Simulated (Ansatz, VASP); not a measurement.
Two plane-wave programs on LaNb4O

```
La Nb O
1.0
     4.32545    0.00000    0.00000
     0.00000    4.32545    0.00000
     0.00000    0.00000    6.13026
La Nb O
1 4 1
Cartesian
  0.0000 0.0000 0.0000
  2.1627 0.0000 4.6380
  0.0000 2.1627 1.4922
  2.1627 0.0000 1.4922
  0.0000 2.1627 4.6380
  2.1627 2.1627 3.0651
```

Change from the starting cell: species swapped into the Na4SeS type (P4/mmm, No. 123).

Alike in both runs: task relaxation of cell and atoms; functional PBE; k mesh 4 × 4 × 4; occupations gaussian, width 0.1 eV; no spin polarisation.

|  | VASP | Ansatz |
| --- | --- | --- |
| version | VASP 6.6.1 | Ansatz 0.2.0 |
| potentials or method | VASP PAW PBE potentials, release 64 (La, Nb_sv, O), cutoff 600 eV | scalar-relativistic, plane waves, PAW |
| valence electrons in the cell | 69 | 69 |

Ansatz gave:

```
gap on the k mesh at the Fermi level, each at its own relaxed structure (eV)  : none
relaxed volume (Å³/atom)                                                      : 20.63
relaxed length of the cell vector where the two differ most in proportion (Å) : 7.934
```

Which values does VASP return?

gap on the k mesh at the Fermi level, each at its own relaxed structure (eV): none; relaxed volume (Å³/atom): 20.43; relaxed length of the cell vector where the two differ most in proportion (Å): 7.863.

A gap of «none» marks a metal or a gap that the smearing closes.

The k mesh is coarse, so the values compare programs but aren't converged. Neither program's run includes spin-orbit coupling.
